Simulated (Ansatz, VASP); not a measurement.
# Mo in VASP and in Ansatz

```
Mo
1.0
     3.00378    0.00000    0.00000
     0.00000    4.24799    0.00000
     0.00000    0.00000   28.46205
Mo
8
Direct
  0.50000 0.00000 0.52779
  0.00000 0.50000 0.52782
  0.00000 0.00000 0.60753
  0.50000 0.50000 0.60752
  0.50000 0.00000 0.68966
  0.00000 0.50000 0.68966
  0.00000 0.00000 0.76939
  0.50000 0.50000 0.76936
```

Alike in both runs: functional PBE; k mesh 12 × 8 × 1; occupations methfessel-paxton of order 1, width 0.1 eV; no spin polarisation.

Ansatz relaxed the structure, and its values are those at the end. VASP's run is a single point on that final structure, the one shown.

|  | VASP | Ansatz |
| --- | --- | --- |
| version | VASP 6.6.1 | Ansatz 0.2.0 |
| potentials or method | VASP PAW PBE potentials, release 64 (Mo_sv), cutoff 400 eV | scalar-relativistic, plane waves, PAW |
| valence electrons in the cell | 112 | 112 |

Ansatz gave:

```
gap on the k mesh at the Fermi level (eV) : none
rms of the force components (eV/Å)        : 0.001
```

What did VASP give for the same quantities?

gap on the k mesh at the Fermi level (eV): none; rms of the force components (eV/Å): 0.011.

A gap of «none» marks a metal or a gap that the smearing closes. With one functional, cell and mesh, what is left measures potentials, basis and numerics. Ansatz's warnings: xc potential rough in thin density.
